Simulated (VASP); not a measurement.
Set up this calculation in VASP 6.6.1, as the native input.

* Task: single point
* Functional: PBEsol
* Potentials or basis: VASP PAW PBE potentials, release 64 (W_sv, C)
* Cutoff: 520 eV
* k mesh: 10 × 10 × 10
* Occupations: fermi-dirac, width 0.05 eV
* Spin: no spin polarisation
* Dipole correction: no
* Further INCAR settings: ALGO = Normal; EDIFF = 1e-06; NBANDS = 16

The structure of WC lies in POSCAR:

```
WC
1.0
    0.0000000000      2.1723968489      2.1723968489
    2.1723968489      0.0000000000      2.1723968489
    2.1723968489      2.1723968489      0.0000000000
W C
1 1
Direct
    0.0000000000      0.0000000000      0.0000000000
    0.5000000000      0.5000000000      0.5000000000
```

The input as run:

INCAR

```
SYSTEM = WC
  ALGO = Normal
  EDIFF = 1E-6
  ENCUT = 520
  GGA = PS
  ISIF = 2
  ISMEAR = -1
  LASPH = .TRUE.
  LCHARG = .FALSE.
  LREAL = .FALSE.
  LWAVE = .FALSE.
  NBANDS = 16
  NELM = 60
  PREC = Accurate
  SIGMA = 0.05
```

KPOINTS

```
k-points
0
G
  10 10 10
  0 0 0
```

Potentials or basis: VASP PAW PBE potentials, release 64 (W_sv, C).

Run with:

```console
$ cat potpaw_PBE.64/W_sv/POTCAR potpaw_PBE.64/C/POTCAR > POTCAR
$ mpirun -np 1 vasp_std > vasp.out
```

It gave:

| Item | Value |
| --- | --- |
| Pressure | 1.1 GPa |
| Band gap on the k mesh | zero (band 9 reaches 13.79 eV, above the bottom of band 10 at 10.47 eV) |

Caveat: the PAW data sets were made with another functional, which shifts forces and pressure a little; spin-orbit coupling is left out, which moves the levels of the heavy elements.

Run time: 16 s on 1 thread of Intel(R) Xeon(R) Platinum 8259CL CPU @ 2.50GHz (Skylake/Cascade Lake), with other jobs on the host, peak memory 0.14 GiB.
